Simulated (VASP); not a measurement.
Set up this calculation in VASP 6.6.1, as the native input.

| Item | Value |
| --- | --- |
| Task | single point |
| Functional | LDA |
| Potentials or basis | VASP PAW LDA potentials, release 64 (Al, N) |
| Cutoff | 520 eV |
| k mesh | 9 × 9 × 6 |
| Occupations | gaussian, width 0.05 eV |
| Spin | no spin polarisation |
| Dipole correction | no |
| Further INCAR settings | ALGO = Normal; EDIFF = 1e-06; NBANDS = 16 |

The structure of AlN lies in POSCAR:

```
AlN
1.0
    3.1813000000      0.0000000000      0.0000000000
   -1.5906500000      2.7550866171      0.0000000000
    0.0000000000      0.0000000000      5.3391000000
Al N
2 2
Direct
    0.3333333333      0.6666666667      0.0039492435
    0.6666666667      0.3333333333      0.5039492435
    0.3333333333      0.6666666667      0.3810507565
    0.6666666667      0.3333333333      0.8810507565
```

The input as run:

INCAR

```
  PREC = Accurate
  ENCUT = 520
  EDIFF = 1E-6
  ISMEAR = 0
  SIGMA = 0.05
  LREAL = F
  LASPH = T
  NELM = 100
  ALGO = Normal
  ISIF = 2
  LWAVE = F
  LCHARG = F
  GGA = CA
  NBANDS = 16
```

KPOINTS

```
regular mesh
0
Gamma
  9 9 6
```

Potentials or basis: VASP PAW LDA potentials, release 64 (Al, N).

Run with:

```console
$ cat potpaw_LDA.64/Al/POTCAR potpaw_LDA.64/N/POTCAR > POTCAR
$ mpirun -np 1 vasp_std > vasp.out
```

It gave:

* Pressure: -21.3 GPa
* Largest force: 0.009 eV/Å
* Band gap on the k mesh: 3.28 eV, direct

Run time: 32 s on 1 thread of AMD EPYC 7R43 64-Core Processor (Zen 3), on a shared host, peak memory 0.12 GiB.
